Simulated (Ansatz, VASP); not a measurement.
## Two plane-wave programs on AlN

Contents of INCAR:

```
SYSTEM = AlN
PREC = Accurate ; ENCUT = 600
EDIFF = 1E-6 ; ISMEAR = 0
SIGMA = 0.05 ; LREAL = .FALSE.
LASPH = .TRUE. ; NELM = 120
ALGO = Normal ; ISIF = 2
LWAVE = .FALSE. ; LCHARG = .FALSE.
GGA = PS ; NBANDS = 16
GGA_COMPAT = .FALSE.
```

Contents of KPOINTS:

```
Automatic mesh
0
G
  12 12 6
  0 0 0
```

Contents of POSCAR:

```
AlN
1.0
    3.3627880581      0.0000000000      0.0000000000
   -1.6813940290      2.9122598858      0.0000000000
    0.0000000000      0.0000000000      4.9834165464
Al N
2 2
Direct
    0.3333333333      0.6666666667      0.0015080761
    0.6666666667      0.3333333333      0.5015080761
    0.3333333333      0.6666666667      0.3834919239
    0.6666666667      0.3333333333      0.8834919239
```

Input for Ansatz:

```yaml
crystal:
  lattice:
    - [3.3627880581, 0.0, 0.0]
    - [-1.681394029, 2.9122598858, 0.0]
    - [0.0, 0.0, 4.9834165464]
  atoms:
    - { symbol: Al, position: [0.3333333333, 0.6666666667, 0.0015080761] }
    - { symbol: Al, position: [0.6666666667, 0.3333333333, 0.5015080761] }
    - { symbol: "N", position: [0.3333333333, 0.6666666667, 0.3834919239] }
    - { symbol: "N", position: [0.6666666667, 0.3333333333, 0.8834919239] }
basis:
  ecutwfc: 420
kpoints:
  mp_grid: { grid: [12, 12, 6] }
hamiltonian:
  xc: pbesol
scf:
  occupations: { method: gaussian, width: 0.05 }
output:
  forces: true
  stress: true
  eigenvalues: true
```

Change from the starting cell: strain +0.080 along x and y, +0.000 along z, atoms carried along.

Alike in both runs: task single point; functional PBEsol; k mesh 12 × 12 × 6; occupations gaussian, width 0.05 eV; no spin polarisation.

|  | VASP | Ansatz |
| --- | --- | --- |
| version | VASP 6.6.1 | Ansatz 0.2.0 |
| potentials or method | VASP PAW PBE potentials, release 64 (Al, N), cutoff 600 eV | scalar-relativistic, plane waves, PAW |
| valence electrons in the cell | 16 | 16 |

|  | VASP | Ansatz | Ansatz less VASP |
| --- | --- | --- | --- |
| gap on the k mesh at the Fermi level (eV) | 2.69 | 2.68 | -0.008 |
| least direct gap on the mesh (eV) | 2.69 | 2.68 | -0.008 |
| pressure (GPa) | -22.4 | -22.2 | +0.22 |
| traceless stress, the component that is largest in VASP (GPa) | 14.19 | 14.05 | -0.142 |
| rms of the force components (eV/Å) | 0.282 | 0.276 | -0.0064 |

VASP's potentials were made for PBE, not for PBEsol. Atom by atom the forces differ by 0.006 eV/Å (rms over components). With one functional, cell and mesh, what is left measures potentials, basis and numerics.
